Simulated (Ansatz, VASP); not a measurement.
One calculation of Au, two programs

File INCAR:

```
ALGO = Fast
EDIFF = 1E-6
ENCUT = 520
GGA = PS
GGA_COMPAT = False
ISIF = 2
ISMEAR = 0
LASPH = True
LCHARG = False
LMAXMIX = 4
LORBIT = 11
LORBMOM = True
LREAL = False
LSORBIT = True
LWAVE = False
MAGMOM = 0 0 0 0 0 0
NBANDS = 34
NELM = 150
PREC = Accurate
SIGMA = 0.1
```

The input KPOINTS:

```
k-points
0
Gamma
  12 12 8
```

The input POSCAR:

```
Au
1.0
    2.9239890447      0.0000000000      0.0000000000
   -1.4619945224      2.5322487931      0.0000000000
    0.0000000000      0.0000000000      4.6616182451
Au
2
Direct
    0.3333333333      0.6666666667      0.7500000000
    0.6666666667      0.3333333333      0.2500000000
```

Input for Ansatz:

```yaml
crystal:
  lattice:
    - [2.9239890447, 0.0, 0.0]
    - [-1.4619945224, 2.5322487931, 0.0]
    - [0.0, 0.0, 4.6616182451]
  atoms:
    - { symbol: Au, position: [0.3333333333, 0.6666666667, 0.75] }
    - { symbol: Au, position: [0.6666666667, 0.3333333333, 0.25] }
basis:
  ecutwfc: 420
  xc_grid: 3
kpoints:
  mp_grid: { grid: [12, 12, 8] }
hamiltonian:
  xc: pbesol
  pseudopotentials: { kind: paw_fr }
scf:
  occupations: { method: gaussian, width: 0.1 }
  mixing: { algorithm: anderson, beta: 0.5 }
output:
  forces: true
  eigenvalues: true
  stress: true
magnetization:
  noncollinear: true
  spin_orbit: true
```

Alike in both runs: task single point; functional PBEsol; k mesh 12 × 12 × 8; occupations gaussian, width 0.1 eV; non-collinear spin, spin-orbit coupling.

|  | VASP | Ansatz |
| --- | --- | --- |
| version | VASP 6.6.1 | Ansatz 0.2.0 |
| potentials or method | VASP PAW PBE potentials, release 64 (Au), cutoff 520 eV | scalar-relativistic, plane waves, PAW |
| valence electrons in the cell | 22 | 38 |

```csv
,VASP,Ansatz,Ansatz less VASP
pressure (GPa),-3.3,-3.4,-0.07
"traceless stress, the component that is largest in VASP (GPa)",1.74,1.77,+0.028
net moment per atom (μB),0.00,0.00,0.000
```

VASP's potentials were made for PBE, not for PBEsol. With one functional, cell and mesh, what is left measures potentials, basis and numerics. VASP's potentials hold 22 valence electrons a cell and Ansatz's 38, so a difference there can come from the potentials and not from the codes.
